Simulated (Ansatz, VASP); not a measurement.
**One calculation of YbSe2, two programs**

```
Yb Se
1.0
     0.00000    3.36242    3.36242
     3.36242    0.00000    3.36242
     3.36242    3.36242    0.00000
Yb Se
1 2
Direct
  0.00000 0.00000 0.00000
  0.25000 0.25000 0.25000
  0.75000 0.75000 0.75000
```

Alike in both runs: task single point; functional PBEsol; k mesh 8 × 8 × 8; occupations gaussian, width 0.05 eV; collinear spin.

|  | VASP | Ansatz |
| --- | --- | --- |
| version | VASP 6.6.1 | Ansatz 0.2.0 |
| potentials or method | VASP PAW PBE potentials, release 64 (Yb, Se), cutoff 520 eV | scalar-relativistic, plane waves, PAW |
| valence electrons in the cell | 36 | 56 |

Ansatz gave:

| Quantity | Value |
| --- | --- |
| gap on the k mesh at the Fermi level (eV) | none |
| pressure (GPa) | -1.1 |
| net moment per atom (μB) | 0.00 |

Question: Estimate VASP's values.

Answer: gap on the k mesh at the Fermi level (eV): none; pressure (GPa): -1.0; net moment per atom (μB): 0.00.

VASP's potentials were made for PBE, not for PBEsol. A gap of «none» marks a metal or a gap that the smearing closes. VASP's potentials hold 36 valence electrons a cell and Ansatz's 56, so a difference there can come from the potentials and not from the codes. Ansatz's warnings: given moment on shells, seeded moment not kept.

Neither program's run includes spin-orbit coupling.
